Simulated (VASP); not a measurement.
Here is a VASP 6.6.1 calculation.

File INCAR:

```
SYSTEM = Hf3ZrTe8
PREC = Accurate
ENCUT = 520
EDIFF = 1E-6
ISMEAR = 0
SIGMA = 0.1
LREAL = .False.
LASPH = .True.
NELM = 60
ALGO = Fast
ISIF = 2
LWAVE = .False.
LCHARG = .True.
GGA = PE
LELF = .True.
LVHAR = .True.
NBANDS = 57
```

File KPOINTS:

```
Automatic mesh
0
Gamma
  4 10 4
  0 0 0
```

POSCAR

```
Hf3ZrTe8
1.0
    9.9439575250      0.0000000000      0.0540206635
    0.0000000000      3.9691635186      0.0000000000
   -0.4290599160      0.0000000000      9.9419002111
Zr Hf Te
1 3 8
Direct
    0.5000000000      0.5000000000      0.5000000000
    0.7494412074      0.0000000000      0.7492480855
    0.0000000000      0.5000000000      0.0000000000
    0.2505587926      0.0000000000      0.2507519145
    0.7928633721      0.0000000000      0.0398062256
    0.0427564221      0.5000000000      0.2898016256
    0.2901859387      0.0000000000      0.5401044600
    0.5430363074      0.5000000000      0.7916956765
    0.4569636926      0.5000000000      0.2083043235
    0.7098140613      0.0000000000      0.4598955400
    0.9572435779      0.5000000000      0.7101983744
    0.2071366279      0.0000000000      0.9601937744
```

Potentials or basis: VASP PAW PBE potentials, release 64 (Zr_sv, Hf_pv, Te).

Command:

```bash
$ cat potpaw_PBE.64/Zr_sv/POTCAR potpaw_PBE.64/Hf_pv/POTCAR potpaw_PBE.64/Te/POTCAR > POTCAR
$ mpirun -np 1 vasp_std > vasp.out
```

(1) What does it give for the largest force?

(2) Predict the pressure.

(3) What does it give for the band gap on the k mesh?

Results:

(1) 0.018 eV/Å.

(2) -0.1 GPa.

(3) zero (bands 45 and 46 overlap by 0.49 eV).

Caveat: spin-orbit coupling is left out, which moves the levels of the heavy elements.
